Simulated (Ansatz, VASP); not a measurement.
# SiC: VASP beside Ansatz

Contents of POSCAR:

```
SiC
1.0
    3.0753564236      0.0607382894      0.0000000000
   -1.4850773102      2.6329676438      0.0000000000
    0.0000000000      0.0000000000      5.0481087552
Si C
2 2
Direct
    0.3327138883      0.6665824148      0.4996034043
    0.6672861117      0.3334175852      0.9996034043
    0.3280768777      0.6671258015      0.8753965957
    0.6719231223      0.3328741985      0.3753965957
```

Contents of INCAR.step1:

```
ALGO = Normal
EDIFF = 1E-4
ENCUT = 520
GGA = PE
ISMEAR = 0
LASPH = T
LCHARG = F
LREAL = F
LWAVE = T
NBANDS = 16
NELM = 100
PREC = Accurate
SIGMA = 0.01
```

Contents of INCAR.step2:

```
ALGO = Normal
EDIFF = 1E-7
ENCUT = 520
ISIF = 2
ISMEAR = 0
ISTART = 1
LASPH = T
LCHARG = F
LMIXTAU = T
LREAL = F
LWAVE = F
METAGGA = R2SCAN
NBANDS = 16
NELM = 100
PREC = Accurate
SIGMA = 0.01
```

KPOINTS

```
k-points
0
Gamma
  12 12 6
```

Input for Ansatz:

```yaml
crystal:
  lattice:
    - [3.0753564236, 0.0607382894, 0.0]
    - [-1.4850773102, 2.6329676438, 0.0]
    - [0.0, 0.0, 5.0481087552]
  atoms:
    - { symbol: Si, position: [0.3327138883, 0.6665824148, 0.4996034043] }
    - { symbol: Si, position: [0.6672861117, 0.3334175852, 0.9996034043] }
    - { symbol: C, position: [0.3280768777, 0.6671258015, 0.8753965957] }
    - { symbol: C, position: [0.6719231223, 0.3328741985, 0.3753965957] }
kpoints:
  mp_grid: { grid: [12, 12, 6] }
  band_path:
    path:
      - [0.0, 0.0, 0.0]
      - [0.5, 0.0, 0.0]
      - [0.3333333333, 0.3333333333, 0.0]
      - [0.0, 0.0, 0.5]
      - [0.5, 0.0, 0.5]
      - [0.3333333333, 0.3333333333, 0.5]
      - [0.333333, 0.341146, 0.0]
    npoints: 1
hamiltonian:
  xc: r2scan
scf:
  occupations: { method: fixed }
  n_extra_bands: 5
output:
  forces: true
  stress: true
  eigenvalues: true
```

Change from the starting cell: shear_xy strain +4.0%.

Alike in both runs: task single point; functional r2SCAN; k mesh 12 × 12 × 6; no spin polarisation.

|  | VASP | Ansatz |
| --- | --- | --- |
| version | VASP 6.6.1 | Ansatz 0.2.0 |
| potentials or method | VASP PAW PBE potentials, release 64 (Si, C) | plane waves, PAW |
| plane-wave cutoff (eV) | 520 | 500 |
| occupations | gaussian, width 0.01 eV | fixed |
| valence electrons in the cell | 16 | 16 |

Ansatz gave:

- gap on the k mesh at the Fermi level (eV): 2.47
- pressure (GPa): 0.1
- traceless stress, the component that is largest in VASP (GPa): -8.42
- rms of the force components (eV/Å): 0.003

Problem. What did VASP give for the same quantities?

Solution. gap on the k mesh at the Fermi level (eV): 2.48; pressure (GPa): -0.1; traceless stress, the component that is largest in VASP (GPa): -8.46; rms of the force components (eV/Å): 0.004.

VASP's potentials were made for PBE, not for r2SCAN. Atom by atom the forces differ by 0.000 eV/Å (rms over components).
